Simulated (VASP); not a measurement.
# BAs3 in VASP: notebook

Runs on BAs3. Level: PBE. Tasks: single point, relaxation of cell and atoms.

Program: VASP 6.6.1. These are calculated values, not measurements. Logs are shortened: lines on timing, memory, paths and dates and some standing lists are left out, and cuts for length are marked.

### Step 1. The cell of the first run

Symmetry: Pm-3m, No. 221, cubic system. Conventional cell: a = 4.071 Å, b = 4.071 Å, c = 4.071 Å, α = 90.00°, β = 90.00°, γ = 90.00°. B (site symmetry m-3m) has 12 As at 2.88 Å within 3.8 Å. Within 3.8 Å of As (site symmetry 4/mmm) lie 4 B at 2.88 Å and 8 As at 2.88 Å.

### Step 2. Single point, PBE

Input file INCAR:

```
PREC = Accurate ; ENCUT = 520
EDIFF = 1E-6 ; ISMEAR = 0
SIGMA = 0.1 ; LREAL = F
LASPH = T ; NELM = 100
ALGO = Normal ; ISIF = 2
LWAVE = F ; LCHARG = F
GGA = PE ; NBANDS = 17
```

Input file KPOINTS:

```
regular mesh
0
Gamma
  12 12 12
```

Input file POSCAR:

```
BAs3
1.0
    4.0707765951      0.0000000000      0.0000000000
    0.0000000000      4.0707765951      0.0000000000
    0.0000000000      0.0000000000      4.0707765951
B As
1 3
Direct
    0.0000000000      0.0000000000      0.0000000000
    0.0000000000      0.5000000000      0.5000000000
    0.5000000000      0.0000000000      0.5000000000
    0.5000000000      0.5000000000      0.0000000000
```

Potentials or basis: VASP PAW PBE potentials, release 64 (B, As).

Launch:

```console
cat potpaw_PBE.64/B/POTCAR potpaw_PBE.64/As/POTCAR > POTCAR
mpirun -np 1 vasp_std > vasp.out
```

OUTCAR:

```text
PREC = Accurate
   ENCUT = 520
   EDIFF = 1E-6
   ISMEAR = 0
   LREAL = F
   LASPH = T
   NELM = 100
   ISIF = 2
   GGA = PE

 ion  position               nearest neighbor table
   1  0.000  0.000  0.000-
   2  0.000  0.500  0.500-   3 2.88   4 2.88   4 2.88   3 2.88   3 2.88   4 2.88   4 2.88   3 2.88

   3  0.500  0.000  0.500-   2 2.88   4 2.88   4 2.88   2 2.88   4 2.88   4 2.88   2 2.88   2 2.88

   4  0.500  0.500  0.000-   2 2.88   3 2.88   2 2.88   3 2.88   3 2.88   3 2.88   2 2.88   2 2.88

  LATTYP: Found a simple cubic cell.
 ALAT       =     4.0707765951

  Lattice vectors:

 A1 = (   4.0707765951,   0.0000000000,   0.0000000000)
 A2 = (   0.0000000000,   4.0707765951,   0.0000000000)
 A3 = (   0.0000000000,   0.0000000000,   4.0707765951)

Analysis of symmetry for initial positions (statically):
=====================================================================
 Subroutine PRICEL returns:
 Original cell was already a primitive cell.

 Routine SETGRP: Setting up the symmetry group for a
 simple cubic supercell.

 Subroutine GETGRP returns: Found 48 space group operations
 (whereof 48 operations were pure point group operations)
 out of a pool of 48 trial point group operations.

The static configuration has the point symmetry O_h .

Analysis of symmetry for dynamics (positions and initial velocities):
=====================================================================
 Subroutine PRICEL returns:
 Original cell was already a primitive cell.

 Routine SETGRP: Setting up the symmetry group for a
 simple cubic supercell.

 Subroutine GETGRP returns: Found 48 space group operations
 (whereof 48 operations were pure point group operations)
 out of a pool of 48 trial point group operations.

The dynamic configuration has the point symmetry O_h .

 Subroutine INISYM returns: Found 48 space group operations
 (whereof 48 operations are pure point group operations),
 and found     1 'primitive' translations

----------------------------------------------------------------------------------------

                                     Primitive cell

  volume of cell :      67.4577

  direct lattice vectors                    reciprocal lattice vectors
     4.070776595  0.000000000  0.000000000     0.245653373  0.000000000  0.000000000
     0.000000000  4.070776595  0.000000000     0.000000000  0.245653373  0.000000000
     0.000000000  0.000000000  4.070776595     0.000000000  0.000000000  0.245653373

  length of vectors
     4.070776595  4.070776595  4.070776595     0.245653373  0.245653373  0.245653373

  position of ions in fractional coordinates (direct lattice)
     0.000000000  0.000000000  0.000000000
     0.000000000  0.500000000  0.500000000
     0.500000000  0.000000000  0.500000000
     0.500000000  0.500000000  0.000000000

  ion indices of the primitive-cell ions
   primitive index   ion index
                 1           1
                 2           2
                 3           3
                 4           4

----------------------------------------------------------------------------------------

 KPOINTS: regular mesh

Automatic generation of k-mesh.
 Grid dimensions read from file:
 generate k-points for:   12   12   12

 Generating k-lattice:

  Cartesian coordinates                     Fractional coordinates (reciprocal lattice)
     0.020471114  0.000000000  0.000000000     0.083333333  0.000000000  0.000000000
     0.000000000  0.020471114  0.000000000     0.000000000  0.083333333  0.000000000
     0.000000000  0.000000000  0.020471114     0.000000000  0.000000000  0.083333333

  Length of vectors
     0.020471114  0.020471114  0.020471114

  Shift w.r.t. Gamma in fractional coordinates (k-lattice)
     0.000000000  0.000000000  0.000000000

 Subroutine IBZKPT returns following result:
 ===========================================

 Found     84 irreducible k-points:

 Following reciprocal coordinates:
            Coordinates               Weight
  0.000000  0.000000  0.000000      1.000000
  0.083333  0.000000  0.000000      6.000000
  0.166667  0.000000  0.000000      6.000000
  0.250000  0.000000  0.000000      6.000000
  0.333333  0.000000  0.000000      6.000000
  0.416667  0.000000  0.000000      6.000000
[... 16 lines left out ...]
  0.333333  0.333333  0.000000     12.000000
  0.416667  0.333333  0.000000     24.000000
 [... further k-points ...]
   k-points           NKPTS =     84   k-points in BZ     NKDIM =     84   number of bands    NBANDS=     17
   number of dos      NEDOS =    301   number of ions     NIONS =      4
   total plane-waves  NPLWV =  27000
   dimension x,y,z NGX =    30 NGY =   30 NGZ =   30
   dimension x,y,z NGXF=    60 NGYF=   60 NGZF=   60
   ions per type =               1   3
   NGX,Y,Z   is equivalent  to a cutoff of  12.25, 12.25, 12.25 a.u.
   NGXF,Y,Z  is equivalent  to a cutoff of  24.50, 24.50, 24.50 a.u.
 SYSTEM =  unknown system
[... 109 lines left out ...]
     16      11.5183      0.00000
     17      13.2482      0.00000

 k-point     5 :       0.3333    0.0000    0.0000
  band No.  band energies     occupation
      1      -8.0355      2.00000
      2      -5.0501      2.00000
      3      -1.9223      2.00000
      4       1.1689      2.00000
      5       1.7531      2.00000
      6       1.7531      2.00000
[... 9 lines left out ...]
     16      10.8306      0.00000
     17      13.7940      0.00000

 k-point     6 :       0.4167    0.0000    0.0000
  band No.  band energies     occupation
      1      -7.6215      2.00000
      2      -5.7650      2.00000
      3      -1.8478      2.00000
      4       1.3207      2.00000
      5       2.2260      2.00000
      6       2.2260      2.00000
[... 9 lines left out ...]
     16      10.1516      0.00000
     17      14.1879      0.00000

 k-point     7 :       0.5000    0.0000    0.0000
  band No.  band energies     occupation
      1      -7.3751      2.00000
      2      -6.1134      2.00000
      3      -1.8196      2.00000
      4       1.3829      2.00000
      5       2.5403      2.00000
      6       2.5403      2.00000
[... 9 lines left out ...]
     16       9.5936      0.00000
     17      14.4174      0.00000

 k-point     8 :       0.0833    0.0833    0.0000
  band No.  band energies     occupation
      1      -8.7856      2.00000
      2      -2.6530      2.00000
      3      -2.3518      2.00000
      4       0.4446      2.00000
      5       0.9349      2.00000
      6       1.4598      2.00000
[... 9 lines left out ...]
     16      12.4524      0.00000
     17      12.8348      0.00000
[... 203 lines left out ...]
      1      -7.9077      2.00000
      2      -4.2139      2.00000
      3      -3.3508      2.00000
      4       0.0297      2.00000
      5       1.8881      2.00000
      6       3.0682      2.00000
[... 9 lines left out ...]
     16      12.6747      0.00000
     17      13.6286      0.00000

 k-point    20 :       0.3333    0.2500    0.0000
  band No.  band energies     occupation
      1      -7.5412      2.00000
      2      -4.7634      2.00000
      3      -3.3964      2.00000
      4      -0.1351      2.00000
      5       2.2923      2.00000
      6       2.6768      2.00000
[... 9 lines left out ...]
     16      12.3445      0.00000
     17      14.3396      0.00000

 k-point    21 :       0.4167    0.2500    0.0000
  band No.  band energies     occupation
      1      -7.1224      2.00000
      2      -5.4072      2.00000
      3      -3.2689      2.00000
      4      -0.3113      2.00000
      5       2.5494      2.00000
      6       2.7713      2.00000
[... 9 lines left out ...]
     16      11.6419      0.00000
     17      15.4970      0.00000

 k-point    22 :       0.5000    0.2500    0.0000
  band No.  band energies     occupation
      1      -6.8651      2.00000
      2      -5.7490      2.00000
      3      -3.2045      2.00000
      4      -0.3935      2.00000
      5       2.5470      2.00000
      6       3.0986      2.00000
[... 9 lines left out ...]
     16      10.7113      0.00000
     17      16.3940      0.00000

 k-point    23 :       0.3333    0.3333    0.0000
  band No.  band energies     occupation
      1      -7.1732      2.00000
      2      -4.7724      2.00000
      3      -3.9356      2.00000
      4      -0.5779      2.00000
      5       2.5884      2.00000
      6       2.6989      2.00000
[... 9 lines left out ...]
     16      12.3230      0.00000
     17      14.4222      0.00000

 k-point    24 :       0.4167    0.3333    0.0000
  band No.  band energies     occupation
      1      -6.7473      2.00000
      2      -5.1962      2.00000
      3      -3.9984      2.00000
      4      -0.9497      2.00000
      5       2.7044      2.00000
      6       3.1846      2.00000
[... 9 lines left out ...]
     16      11.8452      0.00000
     17      15.1969      0.00000

 [... further k-points ...]

------------------------ aborting loop because EDIFF is reached ----------------------------------------

  FORCE on cell =-STRESS in cart. coord.  units (eV):
  Direction    XX          YY          ZZ          XY          YZ          ZX
  --------------------------------------------------------------------------------------
  -------------------------------------------------------------------------------------
  Total        0.0353544      0.0353544      0.0353544      0.0000000     -0.0000000      0.0000000
  in kB        0.8396957      0.8396957      0.8396957      0.0000000     -0.0000000      0.0000000
  external PRESSURE =       0.8396957 kB  Pullay stress =       0.0000000 kB

 VOLUME and BASIS-vectors are now :
 -----------------------------------------------------------------------------
  energy-cutoff  :      520.00
  volume of cell :       67.46
      direct lattice vectors                 reciprocal lattice vectors
     4.070776595  0.000000000  0.000000000     0.245653373  0.000000000  0.000000000
     0.000000000  4.070776595  0.000000000     0.000000000  0.245653373  0.000000000
     0.000000000  0.000000000  4.070776595     0.000000000  0.000000000  0.245653373

 POSITION                                       TOTAL-FORCE (eV/Angst)
 -----------------------------------------------------------------------------------
      0.00000      0.00000      0.00000         0.000000      0.000000      0.000000
      0.00000      2.03539      2.03539         0.000000      0.000000      0.000000
      2.03539      0.00000      2.03539         0.000000      0.000000      0.000000
      2.03539      2.03539      0.00000         0.000000      0.000000      0.000000
 -----------------------------------------------------------------------------------
    total drift:                                0.000000      0.000000     -0.000000

  FREE ENERGIE OF THE ION-ELECTRON SYSTEM (eV)
  ---------------------------------------------------
  free  energy   TOTEN  =       -16.0458969340 eV

  energy  without entropy=      -16.0350999967  energy(sigma->0) =      -16.04049847
```

It took 67 s on 1 thread of Intel Xeon Platinum 8259CL at 2.50GHz (Skylake/Cascade Lake), shared host; peak memory 0.23 GiB.

Results:

```yaml
Free_energy: -16.0459 eV
Pressure: 0.1 GPa
Band_gap_on_the_k_mesh: zero (bands 9 and 10 overlap by 5.91 eV)
```

### Step 3. Relaxation of cell and atoms, PBE

This run uses another cell than the first one, of 16.83 Å³/atom.

Input file INCAR:

```
SYSTEM = BAs3
PREC = Accurate
ENCUT = 600
EDIFF = 1E-6
ISMEAR = 0
SIGMA = 0.1
LREAL = .FALSE.
LASPH = .TRUE.
NELM = 100
ALGO = Normal
ISIF = 3
LWAVE = .FALSE.
LCHARG = .FALSE.
GGA = PE
IBRION = 2
NSW = 100
EDIFFG = -0.01
```

Input file KPOINTS:

```
Automatic mesh
0
G
  12 12 12
  0 0 0
```

Input file POSCAR:

```
BAs3
1.0
    4.0678696956      0.0000000000      0.0000000000
    0.0000000000      4.0678696956      0.0000000000
    0.0000000000      0.0000000000      4.0678696956
B As
1 3
Direct
    0.0000000000      0.0000000000      0.0000000000
    0.0000000000      0.5000000000      0.5000000000
    0.5000000000      0.0000000000      0.5000000000
    0.5000000000      0.5000000000      0.0000000000
```

Potentials or basis: VASP PAW PBE potentials, release 64 (B, As).

Launch:

```console
cat potpaw_PBE.64/B/POTCAR potpaw_PBE.64/As/POTCAR > POTCAR
mpirun -np 1 vasp_std > vasp.out
```

Wall time 71 s (1 thread of Intel Xeon Platinum 8259CL at 2.50GHz (Skylake/Cascade Lake), shared host); peak memory 0.24 GiB.

Results (log left out):

```
Free energy                           : -16.0461 eV
Relaxed volume                        : 16.89 Å³/atom
Relaxed cell                          : a = 4.073 Å, b = 4.073 Å, c = 4.073 Å, α = 90.00°, β = 90.00°, γ = 90.00°
Space group after relaxing (to 0.1 Å) : Pm-3m (No. 221)
Energy gained by relaxing             : 0.0 meV/atom
Ionic steps                           : 2
Pressure after relaxing               : 0.0 GPa
Band gap on the k mesh                : zero (bands 9 and 10 overlap by 5.90 eV)
```

Step by step:
```
step  energy change (eV)  largest force (eV/Å)  pressure (GPa)  volume (Å³)
   1              0.0000                0.0000            0.25        67.31
   2             -0.0002                0.0000           -0.04        67.57
```

Final structure:
```xyz
4
Lattice="4.0729 0.0000 0.0000 0.0000 4.0729 0.0000 0.0000 0.0000 4.0729" Properties=species:S:1:pos:R:3 pbc="T T T"
B     0.0000    0.0000    0.0000
As    0.0000    2.0365    2.0365
As    2.0365    0.0000    2.0365
As    2.0365    2.0365    0.0000
```

Levels at points of the mesh, in eV from the Fermi level:
```
           k point  band 6  band 7  band 8  band 9  band 10  band 11  band 12  band 13
(0.00, 0.00, 0.00)   -5.43   -4.50    1.18    1.18     1.18     1.49     1.49     1.49
(0.50, 0.00, 0.00)   -3.70   -2.69   -2.69   -1.27    -1.24     2.10     2.38     3.17
(0.50, 0.50, 0.00)   -1.80   -1.80   -1.73   -1.22    -1.22    -0.95     0.03     4.49
(0.50, 0.50, 0.50)   -6.27   -6.27   -5.80    4.66     4.66     4.66     4.87     4.87
```

### Step 4. Relaxation of cell and atoms, PBE

This run uses another cell than the first one, of 16.46 Å³/atom.

Input file INCAR:

```
SYSTEM = BAs3
PREC = Accurate ; ENCUT = 600
EDIFF = 1E-7 ; ISMEAR = 0
SIGMA = 0.1 ; LREAL = .FALSE.
LASPH = .TRUE. ; NELM = 100
ALGO = Normal ; ISIF = 3
LWAVE = .FALSE. ; LCHARG = .FALSE.
GGA = PE ; IBRION = 2
NSW = 100 ; EDIFFG = -0.01
```

Input file KPOINTS:

```
regular mesh
0
G
  12 12 12
  0 0 0
```

Input file POSCAR:

```
BAs3
1.0
    4.0519647962      0.0000000000      0.0000000000
    0.0000000000      4.0519647962      0.0000000000
    0.0000000000      0.0000000000      4.0103162535
B As
1 3
Direct
    0.0000000000      0.0000000000      0.0000000000
    0.0000000000      0.5000000000      0.5000000000
    0.5000000000      0.0000000000      0.5000000000
    0.5000000000      0.5000000000      0.0000000000
```

Launch:

```console
cat potpaw_PBE.64/B/POTCAR potpaw_PBE.64/As/POTCAR > POTCAR
mpirun -np 1 vasp_std > vasp.out
```

Wall time 20 min (1 thread of Intel Xeon Platinum 8259CL at 2.50GHz (Skylake/Cascade Lake), shared host); peak memory 0.36 GiB.

The run converged. Its results:

- Free energy: -16.2865 eV
- Relaxed volume: 16.42 Å³/atom
- Relaxed cell: a = 4.507 Å, b = 4.507 Å, c = 3.235 Å, α = 90.00°, β = 90.00°, γ = 90.00°
- Space group after relaxing (to 0.1 Å): P4/mmm (No. 123)
- Energy gained by relaxing: 62.6 meV/atom
- Ionic steps: 17
- Pressure after relaxing: 0.0 GPa
- Band gap on the k mesh: zero (bands 9 and 10 overlap by 5.22 eV)

Stress tensor (GPa, compression positive):
```
-0.04  0.00  0.00
 0.00 -0.04  0.00
 0.00  0.00  0.03
```

Step by step:
| step | energy change (eV) | largest force (eV/Å) | pressure (GPa) | volume (Å³) |
| --- | --- | --- | --- | --- |
| 1 | 0.0000 | 0.0000 | 2.03 | 65.84 |
| 2 | -0.0102 | 0.0000 | -0.40 | 67.85 |
| 3 | -0.0106 | 0.0000 | -0.02 | 67.53 |
| 4 | -0.0110 | 0.0000 | -0.03 | 67.52 |
| 5 | -0.0124 | 0.0000 | -0.07 | 67.52 |
| 6 | -0.0165 | 0.0000 | -0.13 | 67.50 |
| 7 | -0.0295 | 0.0000 | -0.23 | 67.43 |
| 8 | -0.0692 | 0.0000 | -0.23 | 67.17 |
| 9 | -0.2121 | 0.0000 | 0.02 | 66.14 |
| 10 | 0.0225 | 0.0000 | 7.91 | 61.86 |
| 11 | -0.1822 | 0.0000 | 2.56 | 63.92 |
| 12 | -0.2495 | 0.0000 | 0.56 | 65.27 |
| 13 | -0.2492 | 0.0000 | 0.64 | 65.18 |
| 14 | -0.2494 | 0.0000 | 0.30 | 65.43 |
| 15 | -0.2495 | 0.0000 | 0.42 | 65.34 |
| 16 | -0.2499 | 0.0000 | 0.28 | 65.45 |
| 17 | -0.2502 | 0.0000 | -0.02 | 65.70 |

Final structure:
```xyz
4
Lattice="4.5068 0.0000 0.0000 0.0000 4.5068 0.0000 0.0000 0.0000 3.2345" Properties=species:S:1:pos:R:3 pbc="T T T"
B     0.0000    0.0000    0.0000
As    0.0000    2.2534    1.6173
As    2.2534    0.0000    1.6173
As    2.2534    2.2534    0.0000
```

Levels at points of the mesh, in eV from the Fermi level:
```csv
k point,band 5,band 6,band 7,band 8,band 9,band 10,band 11,band 12,band 13
"(0.00, 0.00, 0.00)",-6.45,-3.19,-1.88,-1.31,-1.31,2.82,2.98,4.34,4.63
"(0.50, 0.00, 0.00)",-5.36,-3.89,-0.59,0.31,0.55,0.64,1.78,2.20,4.43
"(0.50, 0.50, 0.00)",0.95,0.98,0.98,1.33,1.44,1.44,2.19,2.32,2.34
"(0.00, 0.00, 0.50)",-3.17,-3.17,-3.00,-2.62,-2.62,-2.54,1.58,1.72,1.88
"(0.50, 0.00, 0.50)",-4.09,-3.09,-2.49,-2.06,-1.88,-1.70,-1.02,-0.11,4.15
"(0.50, 0.50, 0.50)",-6.42,-6.42,-5.42,-5.27,2.68,3.12,3.12,3.36,5.54
```

Caveat: a cell axis changed by over 15 % at a fixed basis, so the end point is rough.

### Step 5. The runs side by side

| task | cell | cutoff (eV) | gap on the mesh (eV) | pressure (GPa) | relaxed volume (Å³/atom) |
| --- | --- | --- | --- | --- | --- |
| single point | a = 4.071 Å, 4 atoms | 520 | none | 0.1 | - |
| relaxation of cell and atoms | relaxed from a = 4.068 Å, 4 atoms | 600 | none | 0.0 | 16.89 |
| relaxation of cell and atoms | relaxed from a = 4.052, b = 4.052, c = 4.010 Å, 4 atoms | 600 | none | 0.0 | 16.42 |

Alike in all rows: level PBE; potentials or basis VASP PAW PBE potentials, release 64 (B, As); no spin polarisation; k mesh 12 × 12 × 12; smearing gaussian 0.1 eV.

Caveats: a cell axis changed by over 15 % at a fixed basis, so the end point is rough (at least some runs).

Total energies depend on the potentials used, so only differences within one code and one set of settings carry meaning.
